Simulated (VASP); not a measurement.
Wanted: the native input for a VASP 6.6.1 run.

```
Task                   : single point
Functional             : PBE
Potentials or basis    : VASP PAW PBE potentials, release 64 (Si, C)
Cutoff                 : 520 eV
k mesh                 : 3 × 3 × 3
Occupations            : gaussian, width 0.01 eV
Spin                   : no spin polarisation
Dipole correction      : no
Further INCAR settings : LREAL = Auto; ALGO = Normal; EDIFF = 1e-06; NBANDS = 46
```

The structure of SiC lies in POSCAR:

```
SiC
1.0
    0.0000000000      4.3797259407     -4.3797259407
    4.3797259407      4.3797259407      0.0000000000
    4.3797259407      0.0000000000     -4.3797259407
Si C
8 8
Direct
    0.3750000000      0.3750000000      0.3750000000
    0.3750000000      0.8750000000      0.3750000000
    0.8750000000      0.3750000000      0.3750000000
    0.8750000000      0.8750000000      0.3750000000
    0.3750000000      0.3750000000      0.8750000000
    0.3750000000      0.8750000000      0.8750000000
    0.8750000000      0.3750000000      0.8750000000
    0.8750000000      0.8750000000      0.8750000000
    0.5000000000      0.5000000000      0.0000000000
    0.5000000000      0.0000000000      0.0000000000
    1.0000000000      0.5000000000      0.0000000000
    1.0000000000      0.0000000000      0.0000000000
    0.5000000000      0.5000000000      0.5000000000
    0.5000000000      0.0000000000      0.5000000000
    1.0000000000      0.5000000000      0.5000000000
    1.0000000000      0.0000000000      0.5000000000
```

One way to write it, as run:

INCAR

```
  PREC = Accurate
  ENCUT = 520
  EDIFF = 1E-6
  ISMEAR = 0
  SIGMA = 0.01
  LREAL = Auto
  LASPH = True
  NELM = 60
  ALGO = Normal
  ISIF = 2
  LWAVE = False
  LCHARG = False
  GGA = PE
  NBANDS = 46
```

KPOINTS

```
Automatic mesh
0
Gamma
  3 3 3
```

Potentials or basis: VASP PAW PBE potentials, release 64 (Si, C).

Launch:

```sh
$ cat potpaw_PBE.64/Si/POTCAR potpaw_PBE.64/C/POTCAR > POTCAR
$ mpirun -np 1 vasp_std > vasp.out
```

Results of the run:

```json
{"Pressure": "0.0 GPa", "Band gap on the k mesh": "1.36 eV"}
```

It took 87 s on 1 thread of Intel(R) Xeon(R) Platinum 8375C CPU @ 2.90GHz (Ice Lake), on a shared host, peak memory 0.3 GiB.
